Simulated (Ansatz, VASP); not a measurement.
# Two plane-wave programs on BN

The input POSCAR:

```
BN
1.0
    2.4913353523      0.0000000000      0.0000000000
   -1.2456676762      2.1575597044      0.0000000000
    0.0000000000      0.0000000000      4.0010591823
B N
2 2
Direct
    0.0000000000      0.0000000000      0.0000000000
    0.0000000000      0.0000000000      0.5000000000
    0.3333333333      0.6666666667      0.2500000000
    0.6666666667      0.3333333333      0.7500000000
```

Contents of INCAR.step1:

```
PREC = Accurate
ENCUT = 520
ISMEAR = 0
SIGMA = 0.01
LREAL = False
LASPH = True
NELM = 100
NBANDS = 16
GGA = PE
ALGO = Normal
EDIFF = 1E-4
LWAVE = True
LCHARG = False
```

Contents of INCAR.step2:

```
PREC = Accurate
ENCUT = 520
EDIFF = 1E-7
ISMEAR = 0
SIGMA = 0.01
LREAL = False
LASPH = True
NELM = 100
ALGO = Normal
ISIF = 2
LWAVE = False
LCHARG = True
METAGGA = R2SCAN
LMIXTAU = True
LELF = True
LVHAR = True
NBANDS = 16
ISTART = 1
```

Contents of KPOINTS:

```
Automatic mesh
0
Gamma
  12 12 6
```

Input for Ansatz:

```yaml
crystal:
  lattice:
    - [2.4913353523, 0.0, 0.0]
    - [-1.2456676762, 2.1575597044, 0.0]
    - [0.0, 0.0, 4.0010591823]
  atoms:
    - { symbol: B, position: [0.0, 0.0, 0.0] }
    - { symbol: B, position: [0.0, 0.0, 0.5] }
    - { symbol: "N", position: [0.3333333333, 0.6666666667, 0.25] }
    - { symbol: "N", position: [0.6666666667, 0.3333333333, 0.75] }
kpoints:
  mp_grid: { grid: [12, 12, 6] }
  band_path:
    path:
      - [0.0, 0.0, 0.0]
      - [0.5, 0.0, 0.0]
      - [0.3333333333, 0.3333333333, 0.0]
      - [0.0, 0.0, 0.5]
      - [0.5, 0.0, 0.5]
      - [0.3333333333, 0.3333333333, 0.5]
      - [0.0, 0.179688, 0.0]
      - [0.25, 0.25, 0.1666666667]
    npoints: 1
hamiltonian:
  xc: r2scan
scf:
  occupations: { method: fixed }
  n_extra_bands: 5
output:
  forces: true
  stress: true
  eigenvalues: true
```

Alike in both runs: task single point; functional r2SCAN; k mesh 12 × 12 × 6; no spin polarisation.

|  | VASP | Ansatz |
| --- | --- | --- |
| version | VASP 6.6.1 | Ansatz 0.2.0 |
| potentials or method | VASP PAW PBE potentials, release 64 (B, N) | plane waves, PAW |
| plane-wave cutoff (eV) | 520 | 500 |
| occupations | gaussian, width 0.01 eV | fixed |
| valence electrons in the cell | 16 | 16 |

Ansatz gave:

| Property | Result |
| --- | --- |
| gap on the k mesh at the Fermi level (eV) | 1.83 |
| pressure (GPa) | 0.0 |
| traceless stress, the component that is largest in VASP (GPa) | 0.00 |

Question: Which values does VASP return?

Answer: gap on the k mesh at the Fermi level (eV): 1.82; pressure (GPa): 0.4; traceless stress, the component that is largest in VASP (GPa): -0.10.

VASP's potentials were made for PBE, not for r2SCAN.
